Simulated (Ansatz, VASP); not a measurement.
Two plane-wave programs on HfN

Contents of POSCAR:

```
HfN
1.0
    0.0000000000      2.4871259940      2.4871259940
    2.4871259940      0.0000000000      2.4871259940
    2.4871259940      2.4871259940      0.0000000000
Hf N
1 1
Direct
    0.0000000000      0.0000000000      0.0000000000
    0.2500000000      0.2500000000      0.2500000000
```

Contents of INCAR.step1:

```
PREC     = Accurate       # precision mode
ENCUT    = 520            # plane-wave cutoff, eV
ISMEAR   = -1             # smearing method
SIGMA    = 0.05           # smearing width, eV
LREAL    = False          # projectors in reciprocal space
LASPH    = True           # aspherical terms in the spheres
NELM     = 100            # most SCF steps
NBANDS   = 14             # bands
GGA      = PE             # functional
ALGO     = Normal         # electronic algorithm
EDIFF    = 1E-4           # SCF threshold, eV
LWAVE    = True           # write WAVECAR
LCHARG   = False          # write CHGCAR
```

INCAR.step2

```
PREC     = Accurate       # precision mode
ENCUT    = 520            # plane-wave cutoff, eV
EDIFF    = 1E-7           # SCF threshold, eV
ISMEAR   = -1             # smearing method
SIGMA    = 0.05           # smearing width, eV
LREAL    = False          # projectors in reciprocal space
LASPH    = True           # aspherical terms in the spheres
NELM     = 100            # most SCF steps
ALGO     = Normal         # electronic algorithm
ISIF     = 2              # what is computed and relaxed
LWAVE    = False          # write WAVECAR
LCHARG   = False          # write CHGCAR
METAGGA  = R2SCAN         # meta-GGA
LMIXTAU  = True         
NBANDS   = 14             # bands
ISTART   = 1
```

The input KPOINTS:

```
Automatic mesh
0
Gamma
  9 9 9
```

The input input.yaml:

```yaml
crystal:
  lattice:
    - [0.0, 2.487125994, 2.487125994]
    - [2.487125994, 0.0, 2.487125994]
    - [2.487125994, 2.487125994, 0.0]
  atoms:
    - { symbol: Hf, position: [0.0, 0.0, 0.0] }
    - { symbol: "N", position: [0.25, 0.25, 0.25] }
hamiltonian:
  xc: r2scan
  pseudopotentials: { kind: paw }
kpoints:
  mp_grid: { grid: [9, 9, 9] }
scf:
  occupations: { method: fermi_dirac, width: 0.05 }
output:
  forces: true
  stress: true
  eigenvalues: true
  write_density: true
  write_potential: true
  elf: true
  volumetric_format: npy
```

Alike in both runs: task single point; functional r2SCAN; k mesh 9 × 9 × 9; occupations fermi-dirac, width 0.05 eV; no spin polarisation.

```csv
,VASP,Ansatz
version,VASP 6.6.1,Ansatz 0.2.0
potentials or method,"VASP PAW PBE potentials, release 64 (Hf_pv, N)",Ansatz PAW
plane-wave cutoff (eV),520,500
valence electrons in the cell,15,31
```

|  | VASP | Ansatz | Ansatz less VASP |
| --- | --- | --- | --- |
| gap on the k mesh at the Fermi level (eV) | none | none | - |
| pressure (GPa) | -10.6 | -9.2 | +1.36 |

VASP's potentials were made for PBE, not for r2SCAN. A gap of «none» marks a metal or a gap that the smearing closes. The functional is the same, so the differences come from potentials, cutoffs and numerics. VASP's potentials hold 15 valence electrons a cell and Ansatz's 31, so a difference there can come from the potentials and not from the codes.

Spin-orbit coupling is off throughout.
